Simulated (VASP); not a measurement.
Wanted: the native input for a VASP 6.6.1 run.

```
Task                   : single point
Functional             : PBEsol
Potentials or basis    : VASP PAW PBE potentials, release 64 (Ba_sv)
Cutoff                 : 520 eV
k mesh                 : 6 × 6 × 6
Occupations            : fermi-dirac, width 0.05 eV
Spin                   : no spin polarisation
Dipole correction      : no
Further INCAR settings : ALGO = Fast; EDIFF = 1e-06; NBANDS = 11
```

The structure of Ba lies in POSCAR:

```
Ba
1.0
   -2.5065000000      2.5065000000      2.5065000000
    2.5065000000     -2.5065000000      2.5065000000
    2.5065000000      2.5065000000     -2.5065000000
Ba
1
Direct
    0.0000000000      0.0000000000      0.0000000000
```

The input as run:

INCAR

```
SYSTEM = Ba
ALGO = Fast
EDIFF = 1E-6
ENCUT = 520
GGA = PS
ISIF = 2
ISMEAR = -1
LASPH = .TRUE.
LCHARG = .FALSE.
LREAL = .FALSE.
LWAVE = .FALSE.
NBANDS = 11
NELM = 80
PREC = Accurate
SIGMA = 0.05
```

KPOINTS

```
k-points
0
G
  6 6 6
  0 0 0
```

Potentials or basis: VASP PAW PBE potentials, release 64 (Ba_sv).

Run with:

```bash
$ cat potpaw_PBE.64/Ba_sv/POTCAR > POTCAR
$ mpirun -np 1 vasp_std > vasp.out
```

Results of the run:

```yaml
Pressure: -0.5 GPa
Band_gap_on_the_k_mesh: zero (band 5 reaches 1.62 eV, above the bottom of band 6 at 1.00 eV)
```

Caveat: the PAW data sets were made with another functional, which shifts forces and pressure a little; spin-orbit coupling is left out, which moves the levels of the heavy elements.

Wall time 10 s on 1 thread of Intel Xeon 6975P-C (shared host), peak memory 0.17 GiB.
